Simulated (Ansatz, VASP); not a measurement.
## One calculation of Sr4O3, two programs

```
CELL_PARAMETERS angstrom
6.51628 0.00000 0.00000
-3.25814 5.64326 0.00000
0.00000 0.00000 7.51491
ATOMIC_POSITIONS crystal
Sr 0.33333 0.66667 0.80214
Sr 0.66667 0.33333 0.80214
Sr 0.66667 0.33333 0.19786
Sr 0.33333 0.66667 0.19786
O 0.50000 0.00000 0.00000
O 0.00000 0.50000 0.00000
O 0.50000 0.50000 0.00000
```

Alike in both runs: functional PBE; k mesh 6 × 6 × 6; occupations gaussian, width 0.1 eV; no spin polarisation.

Ansatz relaxed the structure, and its values are those at the end. VASP's run is a single point on that final structure, the one shown.

```csv
,VASP,Ansatz
version,VASP 6.6.1,Ansatz 0.2.0
potentials or method,"VASP PAW PBE potentials, release 64 (Sr_sv, O), cutoff 520 eV","scalar-relativistic, plane waves, PAW"
valence electrons in the cell,58,58
```

Ansatz gave:

- gap on the k mesh at the Fermi level (eV): none
- pressure (GPa): 0.0
- rms of the force components (eV/Å): 0.001

Task: What did VASP give for the same quantities?

Result: gap on the k mesh at the Fermi level (eV): none; pressure (GPa): 0.3; rms of the force components (eV/Å): 0.055.

A gap of «none» marks a metal or a gap that the smearing closes. The functional is the same, so the differences come from potentials, cutoffs and numerics.
